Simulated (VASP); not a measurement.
# C (P-1) in VASP: further runs

The runs below take C through single point, with PBEsol+D3(BJ).

Program: VASP 6.6.1. These are calculated values, not measurements. Logs are shortened: lines on timing, memory, paths and dates and some standing lists are left out, and cuts for length are marked.

## Step 1: The cell of the first run

The typed cell holds 2 atoms: a = 3.488 Å, b = 3.488 Å, c = 3.488 Å, α = 40.19°, β = 40.19°, γ = 40.19°.

## Step 2: Single point, PBEsol+D3(BJ) (atoms displaced along a vibrational mode, the cell strained)

File INCAR:

```
PREC     = Accurate       # precision mode
ENCUT    = 520            # plane-wave cutoff, eV
EDIFF    = 1E-7           # SCF threshold, eV
ISMEAR   = 0              # smearing method
SIGMA    = 0.05           # smearing width, eV
LREAL    = False          # projectors in reciprocal space
LASPH    = True           # aspherical terms in the spheres
NELM     = 80             # most SCF steps
ALGO     = Normal         # electronic algorithm
ISIF     = 2              # what is computed and relaxed
LWAVE    = False          # write WAVECAR
LCHARG   = True           # write CHGCAR
GGA      = PS             # functional
IVDW     = 12             # dispersion correction
LELF     = True           # ELF
LVHAR    = True         
NBANDS   = 11             # bands
```

File KPOINTS:

```
regular mesh
0
Gamma
  15 15 15
```

File POSCAR:

```
C
1.0
    1.1984022992      0.6918978901      3.2014767339
   -1.1984022992      0.6918978901      3.2014767339
    0.0000000000     -1.3837957801      3.2014767339
C
2
Direct
    0.1584476895      0.1747193539      0.1665835217
    0.8415523105      0.8252806461      0.8334164783
```

Potentials or basis: VASP PAW PBE potentials, release 64 (C).

Started as:

```
> cat potpaw_PBE.64/C/POTCAR > POTCAR
> mpirun -np 1 vasp_std > vasp.out
```

OUTCAR:

```text
PREC = Accurate
   ENCUT = 520
   EDIFF = 1E-7
   ISMEAR = 0
   LREAL = False
   LASPH = True
   NELM = 80
   ISIF = 2
   GGA = PS
   IVDW = 12
 IVDW          = 12

 ion  position               nearest neighbor table
   1  0.158  0.175  0.167-   2 1.35   2 1.38   2 1.42
   2  0.842  0.825  0.833-   1 1.35   1 1.38   1 1.42

  LATTYP: Found a trigonal (rhomboedric) cell.
 ALAT       =     3.4877419685
 COS(alpha) =     0.7638725004

  Lattice vectors:

 A1 = (   1.1984022992,   0.6918978901,   3.2014767339)
 A2 = (  -1.1984022992,   0.6918978901,   3.2014767339)
 A3 = (   0.0000000000,  -1.3837957801,   3.2014767339)

Analysis of symmetry for initial positions (statically):
=====================================================================
 Subroutine PRICEL returns:
 Original cell was already a primitive cell.

 Routine SETGRP: Setting up the symmetry group for a
 trigonal (rhombohedral) supercell.

 Subroutine GETGRP returns: Found  2 space group operations
 (whereof  2 operations were pure point group operations)
 out of a pool of 12 trial point group operations.

The static configuration has the point symmetry S_2 .

Analysis of symmetry for dynamics (positions and initial velocities):
=====================================================================
 Subroutine PRICEL returns:
 Original cell was already a primitive cell.

 Routine SETGRP: Setting up the symmetry group for a
 trigonal (rhombohedral) supercell.

 Subroutine GETGRP returns: Found  2 space group operations
 (whereof  2 operations were pure point group operations)
 out of a pool of 12 trial point group operations.

The dynamic configuration has the point symmetry S_2 .

 Subroutine INISYM returns: Found  2 space group operations
 (whereof  2 operations are pure point group operations),
 and found     1 'primitive' translations

----------------------------------------------------------------------------------------

                                     Primitive cell

  volume of cell :      15.9274

  direct lattice vectors                    reciprocal lattice vectors
     1.198402299  0.691897890  3.201476734     0.417222163  0.240883328  0.104118618
    -1.198402299  0.691897890  3.201476734    -0.417222163  0.240883328  0.104118618
     0.000000000 -1.383795780  3.201476734     0.000000000 -0.481766657  0.104118618

  length of vectors
     3.487741968  3.487741968  3.487741968     0.492889235  0.492889235  0.492889235

  position of ions in fractional coordinates (direct lattice)
     0.158447690  0.174719354  0.166583522
     0.841552310  0.825280646  0.833416478

  ion indices of the primitive-cell ions
   primitive index   ion index
                 1           1
                 2           2

----------------------------------------------------------------------------------------

 KPOINTS: regular mesh

Automatic generation of k-mesh.
 Grid dimensions read from file:
 generate k-points for:   15   15   15

 Generating k-lattice:

  Cartesian coordinates                     Fractional coordinates (reciprocal lattice)
     0.027814811  0.016058889  0.006941241     0.066666667  0.000000000  0.000000000
    -0.027814811  0.016058889  0.006941241     0.000000000  0.066666667  0.000000000
     0.000000000 -0.032117777  0.006941241     0.000000000  0.000000000  0.066666667

  Length of vectors
     0.032859282  0.032859282  0.032859282

  Shift w.r.t. Gamma in fractional coordinates (k-lattice)
     0.000000000  0.000000000  0.000000000

 Subroutine IBZKPT returns following result:
 ===========================================

 Found   1688 irreducible k-points:

 Following reciprocal coordinates:
            Coordinates               Weight
  0.000000  0.000000  0.000000      1.000000
  0.066667 -0.000000  0.000000      2.000000
 -0.000000  0.066667  0.000000      2.000000
  0.000000  0.000000  0.066667      2.000000
  0.133333  0.000000 -0.000000      2.000000
  0.000000  0.133333 -0.000000      2.000000
[... 16 lines left out ...]
  0.066667  0.066667  0.000000      2.000000
 -0.066667  0.000000 -0.066667      2.000000
 [... further k-points ...]
   k-points           NKPTS =   1688   k-points in BZ     NKDIM =   1688   number of bands    NBANDS=     11
   number of dos      NEDOS =    301   number of ions     NIONS =      2
   total plane-waves  NPLWV =  21952
   dimension x,y,z NGX =    28 NGY =   28 NGZ =   28
   dimension x,y,z NGXF=    56 NGYF=   56 NGZF=   56
   ions per type =               2
   NGX,Y,Z   is equivalent  to a cutoff of  13.35, 13.35, 13.35 a.u.
   NGXF,Y,Z  is equivalent  to a cutoff of  26.69, 26.69, 26.69 a.u.
 SYSTEM =  unknown system
   PREC   = accura    normal or accurate (medium, high low for compatibility)
   ISTART =      0    job   : 0-new  1-cont  2-samecut
   ICHARG =      2    charge: 1-file 2-atom 10-const
   ISPIN  =      1    spin polarized calculation?
   LNONCOLLINEAR =      F non collinear calculations
   LSORBIT =      F    spin-orbit coupling
   LASPH  =      T    aspherical Exc in radial PAW
   ENCUT  =  520.0 eV  38.22 Ry    6.18 a.u.   6.48  6.48  6.48*2*pi/ulx,y,z
   NELM   =     80;   NELMIN=  2; NELMDL= -5     # of ELM steps
   EDIFF  = 0.1E-06   stopping-criterion for ELM
   LREAL  =      F    real-space projection
   EDIFFG = 0.1E-05   stopping-criterion for IOM
   NSW    =      0    number of steps for IOM
   IBRION =     -1    ionic relax: 0-MD 1-quasi-New 2-CG
   NFREE  =      0    steps in history (QN), initial steepest desc. (CG)
   ISIF   =      2    stress and relaxation
   ISYM   =      2    0-nonsym 1-usesym 2-fastsym
   POTIM  = 0.5000    time-step for ionic-motion
   TEBEG  =    0.0;   TEEND  =   0.0 temperature during run
   PSTRESS=    0.0 pullay stress
   NELECT =       8.0000    total number of electrons
   NUPDOWN=      -1.0000    fix difference up-down
   EMIN   =  10.00;   EMAX   =-10.00  energy-range for DOS
   EFERMI =   0.00;   METHOD = LEGACY
   ISMEAR =     0;   SIGMA  =   0.05  broadening in eV -4-tet -1-fermi 0-gaus
   EFERMI_NEDOS =   21; number of points for ismear=-14 and -15
   IALGO  =     38    algorithm
   IMIX   =      4    mixing-type and parameters
     AMIX     =   0.40;   BMIX     =  1.00
     AMIX_MAG =   1.60;   BMIX_MAG =  1.00
  volume/ion in A,a.u.               =       7.96        53.74
  Fermi-wavevector in a.u.,A,eV,Ry     =   1.301336  2.459168 23.041128  1.693475
  Thomas-Fermi vector in A             =   2.432476
   LORBIT       =      0    0 simple, 1 ext, 2 COOP (PROOUT), +10 PAW based schemes
   GGA     = PS    functional components
   LHFCALC =     F    Hartree Fock is set to
   AEXX    =    0.0000 exact exchange contribution
   IVDW    =    12    specifies the selected vdW correction
   LEPSILON=     F    determine dielectric tensor
   LRPA    =     F    only Hartree local field effects (RPA)
 non-spin polarized calculation
 Gauss-broadening in eV      SIGMA  =   0.05
  energy-cutoff  :      520.00
  volume of cell :       15.93
 maximum number of plane-waves:       450
 NGX is ok and might be reduce to    28
   NGX = 13   NGY = 13   NGZ = 13

 number of electron       8.0000000 magnetization

 Free energy of the ion-electron system (eV)
  ---------------------------------------------------
  ext. energy  EPLUGINS =         0.00000000
  ---------------------------------------------------
  free energy    TOTEN  =       -19.12433452 eV

  energy without entropy =      -19.12433451  energy(sigma->0) =      -19.12433451

 E-fermi :   5.5139     XC(G=0): -11.0491

 val. band max:        5.3629059025   @ k =   0.4000   0.0667  -0.2667
 cond. band min:       5.6649067292   @ k =   0.4000   0.0667  -0.2667
 fundamental gap:      0.3020008266
 Fermi energy:         5.5139302325

 k-point     1 :       0.0000    0.0000    0.0000
  band No.  band energies     occupation
      1     -14.8080      2.00000
      2      -1.3451      2.00000
      3       2.0216      2.00000
      4       3.2851      2.00000
      5       9.6727      0.00000
      6      13.6694      0.00000
      7      15.2931      0.00000
      8      17.9591      0.00000
      9      20.3400      0.00000
     10      29.1495      0.00000
     11      32.8829      0.00000

 k-point     2 :       0.0667   -0.0000    0.0000
  band No.  band energies     occupation
      1     -14.6937      2.00000
      2      -1.2335      2.00000
      3       1.7938      2.00000
      4       2.8144      2.00000
      5       9.8302      0.00000
      6      13.8312      0.00000
      7      15.7438      0.00000
      8      17.5551      0.00000
      9      20.4830      0.00000
     10      29.5172      0.00000
     11      31.4481      0.00000

 k-point     3 :      -0.0000    0.0667    0.0000
  band No.  band energies     occupation
      1     -14.6949      2.00000
      2      -1.2299      2.00000
      3       1.6359      2.00000
      4       2.9912      2.00000
      5       9.8349      0.00000
      6      14.1378      0.00000
      7      15.3521      0.00000
      8      17.5159      0.00000
      9      20.5235      0.00000
     10      29.5463      0.00000
     11      31.8263      0.00000

 k-point     4 :       0.0000    0.0000    0.0667
  band No.  band energies     occupation
      1     -14.6943      2.00000
      2      -1.2317      2.00000
      3       1.6961      2.00000
      4       2.9277      2.00000
      5       9.8329      0.00000
      6      13.9005      0.00000
      7      15.6305      0.00000
      8      17.5353      0.00000
      9      20.5009      0.00000
     10      29.5297      0.00000
     11      31.5857      0.00000

 k-point     5 :       0.1333    0.0000   -0.0000
  band No.  band energies     occupation
      1     -14.3520      2.00000
      2      -0.9003      2.00000
      3       1.1184      2.00000
      4       1.6710      2.00000
      5      10.3072      0.00000
      6      14.1238      0.00000
      7      16.4455      0.00000
      8      17.0068      0.00000
      9      20.9488      0.00000
     10      28.9338      0.00000
     11      30.5878      0.00000
[... 211 lines left out ...]
 k-point    21 :       0.0000    0.4667    0.0000
  band No.  band energies     occupation
      1      -9.4812      2.00000
      2      -7.9055      2.00000
      3      -0.7354      2.00000
      4       3.5691      2.00000
      5       7.4572      0.00000
      6      14.1444      0.00000
      7      17.0934      0.00000
      8      18.9611      0.00000
      9      25.0565      0.00000
     10      26.1827      0.00000
     11      26.5787      0.00000

 k-point    22 :      -0.0000   -0.0000    0.4667
  band No.  band energies     occupation
      1      -9.4901      2.00000
      2      -7.7591      2.00000
      3      -0.9464      2.00000
      4       3.3252      2.00000
      5       7.8514      0.00000
      6      13.9717      0.00000
      7      17.1055      0.00000
      8      19.0173      0.00000
      9      24.8143      0.00000
     10      26.1681      0.00000
     11      27.0981      0.00000

 k-point    23 :       0.0667    0.0667    0.0000
  band No.  band energies     occupation
      1     -14.6887      2.00000
      2      -1.2773      2.00000
      3       1.6966      2.00000
      4       2.9269      2.00000
      5       9.9190      0.00000
      6      13.8965      0.00000
      7      15.6307      0.00000
      8      17.5346      0.00000
      9      20.4992      0.00000
     10      29.5252      0.00000
     11      31.3877      0.00000

 k-point    24 :      -0.0667    0.0000   -0.0667
  band No.  band energies     occupation
      1     -14.6893      2.00000
      2      -1.2754      2.00000
      3       1.6400      2.00000
      4       2.9860      2.00000
      5       9.9208      0.00000
      6      14.1387      0.00000
      7      15.3451      0.00000
      8      17.5139      0.00000
      9      20.5309      0.00000
     10      29.5284      0.00000
     11      31.6383      0.00000

 [... further k-points ...]

------------------------ aborting loop because EDIFF is reached ----------------------------------------

 Edisp (eV)   -0.22639

 E8    (eV) :    -0.1101

  FORCE on cell =-STRESS in cart. coord.  units (eV):
  Direction    XX          YY          ZZ          XY          YZ          ZX
  --------------------------------------------------------------------------------------
  -------------------------------------------------------------------------------------
  Total       4.18189     4.13351     0.09912    -0.79057    -0.00044    -0.00264
  in kB     420.66506   415.79889     9.97039   -79.52528    -0.04438    -0.26563
  external pressure =      282.14 kB  Pullay stress =        0.00 kB

 VOLUME and BASIS-vectors are now :
 -----------------------------------------------------------------------------
  energy-cutoff  :      520.00
  volume of cell :       15.93
      direct lattice vectors                 reciprocal lattice vectors
     1.198402299  0.691897890  3.201476734     0.417222163  0.240883328  0.104118618
    -1.198402299  0.691897890  3.201476734    -0.417222163  0.240883328  0.104118618
     0.000000000 -1.383795780  3.201476734     0.000000000 -0.481766657  0.104118618

 POSITION                                       TOTAL-FORCE (eV/Angst)
 -----------------------------------------------------------------------------------
     -0.01950      0.00000      1.59994         2.601602     -0.136952     -0.001860
      0.01950      0.00000      8.00449        -2.601602      0.136952      0.001860
 -----------------------------------------------------------------------------------
    total drift:                                0.000000      0.000000     -0.000000

  FREE ENERGIE OF THE ION-ELECTRON SYSTEM (eV)
  ---------------------------------------------------
  free  energy   TOTEN  =       -19.3507274911 eV

  energy  without entropy=      -19.3507274874  energy(sigma->0) =      -19.35072749
```

Wall time 5.6 min (1 thread of Intel Xeon Platinum 8488C (Sapphire Rapids), shared host); peak memory 0.36 GiB.

Results:

```yaml
Free_energy: -19.3507 eV
Pressure: 28.2 GPa
Largest_force: 2.605 eV/Å
Dispersion_energy_per_atom: -0.113 eV
```

Forces on the atoms (eV/Å):
```
C    2.602 -0.137 -0.002
C   -2.602  0.137  0.002
```

Stress tensor (GPa, compression positive):
```
42.07 -7.95 -0.03
-7.95 41.58  0.00
-0.03  0.00  1.00
```

Caveat: the cell differs from its parent crystal (atoms displaced along a vibrational mode, the cell strained); the cell stands under pressure; the PAW data sets were made with another functional, which shifts forces and pressure a little.

## Step 3: Single point, PBEsol+D3(BJ) (atoms displaced along a vibrational mode, the cell strained)

File INCAR:

```
SYSTEM = C
PREC     = Accurate       ! precision mode
ENCUT    = 520            ! plane-wave cutoff, eV
EDIFF    = 1E-6           ! SCF threshold, eV
ISMEAR   = 0              ! smearing method
SIGMA    = 0.05           ! smearing width, eV
LREAL    = .False.        ! projectors in reciprocal space
LASPH    = .True.         ! aspherical terms in the spheres
NELM     = 60             ! most SCF steps
ALGO     = Normal         ! electronic algorithm
ISIF     = 2              ! what is computed and relaxed
LWAVE    = .False.        ! write WAVECAR
LCHARG   = .False.        ! write CHGCAR
GGA      = PS             ! functional
IVDW     = 12             ! dispersion correction
NBANDS   = 11             ! bands
```

File KPOINTS:

```
regular mesh
0
Gamma
  15 15 15
  0 0 0
```

File POSCAR:

```
C
1.0
    1.1984022992      0.6918978901      3.2014767339
   -1.1984022992      0.6918978901      3.2014767339
    0.0000000000     -1.3837957801      3.2014767339
C
2
Direct
    0.1503118573      0.1828551861      0.1665835217
    0.8496881427      0.8171448139      0.8334164783
```

Potentials or basis: VASP PAW PBE potentials, release 64 (C).

Started as:

```
> cat potpaw_PBE.64/C/POTCAR > POTCAR
> mpirun -np 1 vasp_std > vasp.out
```

OUTCAR:

```text
SYSTEM = C
   PREC = Accurate
   ENCUT = 520
   EDIFF = 1E-6
   ISMEAR = 0
   LREAL = .False.
   LASPH = .True.
   NELM = 60
   ISIF = 2
   GGA = PS
   IVDW = 12
 IVDW          = 12

 ion  position               nearest neighbor table
   1  0.150  0.183  0.167-   2 1.32   2 1.39   2 1.45
   2  0.850  0.817  0.833-   1 1.32   1 1.39   1 1.45

  LATTYP: Found a trigonal (rhomboedric) cell.
 ALAT       =     3.4877419685
 COS(alpha) =     0.7638725004

  Lattice vectors:

[... 521 lines left out ...]

 [... further k-points ...]

------------------------ aborting loop because EDIFF is reached ----------------------------------------

 Edisp (eV)   -0.22640

 E8    (eV) :    -0.1101

  FORCE on cell =-STRESS in cart. coord.  units (eV):
  Direction    XX          YY          ZZ          XY          YZ          ZX
  --------------------------------------------------------------------------------------
  -------------------------------------------------------------------------------------
  Total       4.63684     4.45275     0.11049    -1.58255    -0.00333    -0.00712
  in kB     466.43014   447.91234    11.11399  -159.19242    -0.33534    -0.71603
  external pressure =      308.49 kB  Pullay stress =        0.00 kB

 VOLUME and BASIS-vectors are now :
 -----------------------------------------------------------------------------
  energy-cutoff  :      520.00
  volume of cell :       15.93
      direct lattice vectors                 reciprocal lattice vectors
     1.198402299  0.691897890  3.201476734     0.417222163  0.240883328  0.104118618
    -1.198402299  0.691897890  3.201476734    -0.417222163  0.240883328  0.104118618
     0.000000000 -1.383795780  3.201476734     0.000000000 -0.481766657  0.104118618

 POSITION                                       TOTAL-FORCE (eV/Angst)
 -----------------------------------------------------------------------------------
     -0.03900      0.00000      1.59994         5.183165     -0.542618      0.002970
      0.03900      0.00000      8.00449        -5.183165      0.542618     -0.002970
 -----------------------------------------------------------------------------------
    total drift:                               -0.000000      0.000000      0.000000

  FREE ENERGIE OF THE ION-ELECTRON SYSTEM (eV)
  ---------------------------------------------------
  free  energy   TOTEN  =       -19.1989711366 eV

  energy  without entropy=      -19.1989612578  energy(sigma->0) =      -19.19896620
```

stdout:

```text
POSCAR found type information on POSCAR C
 POSCAR found :  1 types and       2 ions
 scaLAPACK will be used
 -----------------------------------------------------------------------------
|                                                                             |
|                                                                             |
|     You enforced a specific xc type in the INCAR file but a different       |
|     I HOPE YOU KNOW WHAT YOU ARE DOING!                                     |
|                                                                             |
 -----------------------------------------------------------------------------

 LDA part: xc-table for (Slater+PW92), standard interpolation
 POSCAR, INCAR and KPOINTS ok, starting setup
 FFT: planning ... GRIDC
 FFT: planning ... GRID_SOFT
 FFT: planning ... GRID
 WAVECAR not read
 entering main loop
```

Wall time 4.7 min (1 thread of Intel Xeon Platinum 8488C (Sapphire Rapids), shared host); peak memory 0.37 GiB.

What came out:

| Item | Value |
| --- | --- |
| Free energy | -19.1990 eV |
| Pressure | 30.8 GPa |
| Largest force | 5.211 eV/Å |
| Dispersion energy per atom | -0.113 eV |

Forces on the atoms (eV/Å):
```
C    5.183 -0.543  0.003
C   -5.183  0.543 -0.003
```

Stress tensor (GPa, compression positive):
```
 46.64 -15.92  -0.07
-15.92  44.79  -0.03
 -0.07  -0.03   1.11
```

Caveat: the cell differs from its parent crystal (atoms displaced along a vibrational mode, the cell strained); the cell stands under pressure; the PAW data sets were made with another functional, which shifts forces and pressure a little.
